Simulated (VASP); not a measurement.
Wanted: the native input for a VASP 6.6.1 run.

* Task: single point
* Functional: PBE
* Potentials or basis: VASP PAW PBE potentials, release 64 (Ba_sv, Te)
* Cutoff: 520 eV
* k mesh: 10 × 10 × 10
* Occupations: fermi-dirac, width 0.05 eV
* Spin: no spin polarisation
* Dipole correction: no
* Further INCAR settings: ALGO = Normal; EDIFF = 1e-06; NBANDS = 15

The structure of BaTe lies in POSCAR:

```
BaTe
1.0
    0.0000000000      3.3813431830      3.3813431830
    3.3813431830      0.0000000000      3.3813431830
    3.3813431830      3.3813431830      0.0000000000
Ba Te
1 1
Direct
    0.0000000000      0.0000000000      0.0000000000
    0.5000000000      0.5000000000      0.5000000000
```

This cell differs from its parent crystal: volume scaled by 0.975.

The input as run:

INCAR

```
SYSTEM = BaTe
PREC = Accurate
ENCUT = 520
EDIFF = 1E-6
ISMEAR = -1
SIGMA = 0.05
LREAL = .FALSE.
LASPH = .TRUE.
NELM = 100
ALGO = Normal
ISIF = 2
LWAVE = .FALSE.
LCHARG = .FALSE.
GGA = PE
NBANDS = 15
```

KPOINTS

```
Automatic mesh
0
G
  10 10 10
  0 0 0
```

Potentials or basis: VASP PAW PBE potentials, release 64 (Ba_sv, Te).

Command:

```console
$ cat potpaw_PBE.64/Ba_sv/POTCAR potpaw_PBE.64/Te/POTCAR > POTCAR
$ mpirun -np 1 vasp_std > vasp.out
```

Results of the run:

- Pressure: 5.5 GPa
- Band gap on the k mesh: 1.26 eV, indirect (least direct gap 1.63 eV)

Caveat: spin-orbit coupling is left out, which moves the levels of the heavy elements.

Wall time 30 s on 1 thread of AMD EPYC 9R45 96-Core Processor (Zen 5) (shared host), peak memory 0.2 GiB.
